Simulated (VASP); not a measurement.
NbAu2, 3 atoms in the cell. Symmetry: P6/mmm, No. 191, hexagonal system. The conventional cell has a = 4.526 Å, b = 4.526 Å, c = 2.674 Å, α = 90.00°, β = 90.00°, γ = 120.00°. Within 3.5 Å of Nb (site symmetry 6/mmm) lie 2 Nb at 2.67 Å and 12 Au at 2.94 Å. Within 3.4 Å of Au (site symmetry -6m2) lie 5 Au at 2.61 to 2.67 Å and 6 Nb at 2.94 Å. 

| Item | Value |
| --- | --- |
| Program | VASP 6.6.1 |
| Task | single point |
| Functional | PBEsol |
| Potentials or basis | VASP PAW PBE potentials, release 64 (Nb_sv, Au) |
| Cutoff | 520 eV |
| k mesh | 12 × 12 × 16 |
| Occupations | gaussian, width 0.1 eV |
| Spin | no spin polarisation |
| Dipole correction | no |
| Further INCAR settings | ALGO = Fast; EDIFF = 1e-06; NBANDS = 24 |

Potentials or basis: VASP PAW PBE potentials, release 64 (Nb_sv, Au).

The run is started by

```console
$ cat potpaw_PBE.64/Nb_sv/POTCAR potpaw_PBE.64/Au/POTCAR > POTCAR
$ mpirun -np 1 vasp_std > vasp.out
```

Hardware: 1 thread of Intel(R) Xeon(R) Platinum 8559C (Emerald Rapids), on a shared host.

Question: How long does it take, and how much memory?

Answer: Run time: 2.6 min on 1 thread of Intel(R) Xeon(R) Platinum 8559C (Emerald Rapids) (shared host), peak memory 0.3 GiB. Counts: scf iterations 19, k points 171.
